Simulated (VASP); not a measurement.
Ga2O3, 10 atoms in the cell. Symmetry: C2/m, No. 12, monoclinic system. Conventional cell: a = 12.010 Å, b = 2.978 Å, c = 5.877 Å, α = 90.00°, β = 103.37°, γ = 90.00°. Ga (site symmetry m) has 6 O at 1.91 to 2.05 Å within 2.5 Å. Within 2.4 Å of Ga (site symmetry m) lie 4 O at 1.82 to 1.86 Å. Within 2.4 Å of O (site symmetry m) lie 3 Ga at 1.82 to 1.91 Å. Within 2.5 Å of O (site symmetry m) lie 4 Ga at 1.86 to 2.05 Å. Within 2.4 Å of O (site symmetry m) lie 3 Ga at 1.83 to 1.94 Å.  This cell differs from its parent crystal: epitaxial xy strain -2.0%.

* Program: VASP 6.6.1
* Task: single point
* Functional: PBE
* Potentials or basis: VASP PAW PBE potentials, release 64 (Ga_d, O)
* Cutoff: 520 eV
* k mesh: 8 × 8 × 4
* Occupations: fermi-dirac, width 0.02 eV
* Spin: no spin polarisation
* Dipole correction: no
* Further INCAR settings: ALGO = Normal; EDIFF = 1e-06; NBANDS = 55

Potentials or basis: VASP PAW PBE potentials, release 64 (Ga_d, O).

Command:

```sh
$ cat potpaw_PBE.64/Ga_d/POTCAR potpaw_PBE.64/O/POTCAR > POTCAR
$ mpirun -np 1 vasp_std > vasp.out
```

Hardware: 1 thread of AMD EPYC 7R13 Processor (Zen 3), on a shared host.

Problem. Estimate the wall time of this run.

Solution. Run time: 17 min on 1 thread of AMD EPYC 7R13 Processor (Zen 3), with other jobs on the host, peak memory 0.49 GiB. Counts: scf iterations 15, k points 78.
